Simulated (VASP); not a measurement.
Runs of VASP 6.6.1 on Re. The structure is that of space group P6_3/mmc (No. 194), or close to it. The cells are those of the table. 

```csv
cell,gap on the mesh (eV),pressure (GPa)
"a = 2.723, b = 2.723, c = 4.398 Å, angles 90.0, 90.0, 120.0°, 2 atoms",none,4.9
"a = 2.761, b = 2.761, c = 4.458 Å, angles 90.0, 90.0, 120.0°, 2 atoms",none,-11.6
"a = 2.779, b = 2.779, c = 4.488 Å, angles 90.0, 90.0, 120.0°, 2 atoms",none,(b)
"a = 2.742, b = 2.742, c = 4.428 Å, angles 90.0, 90.0, 120.0°, 2 atoms",none,(a)
"a = 2.815, b = 2.815, c = 4.546 Å, angles 90.0, 90.0, 120.0°, 2 atoms",none,-30.2
```

Alike in all rows: task single point; level PBEsol+D3(BJ); potentials or basis VASP PAW PBE potentials, release 64 (Re); no spin polarisation; k mesh 14 × 14 × 8; cutoff (eV) 520; smearing fermi-dirac 0.1 eV.

Problem. Estimate the missing entries.

Solution. (a) -3.8; (b) -18.5.

Caveats: three body term missing; the PAW data sets were made with another functional, which shifts forces and pressure a little; spin-orbit coupling is left out, which moves the levels of the heavy elements; the cell stands under tension (at least some runs); the cell stands under pressure (at least some runs).

A k mesh can miss the band edges, and the runs leave out spin-orbit coupling on Re.

A gap of «none» marks levels without a gap at the run's occupations.
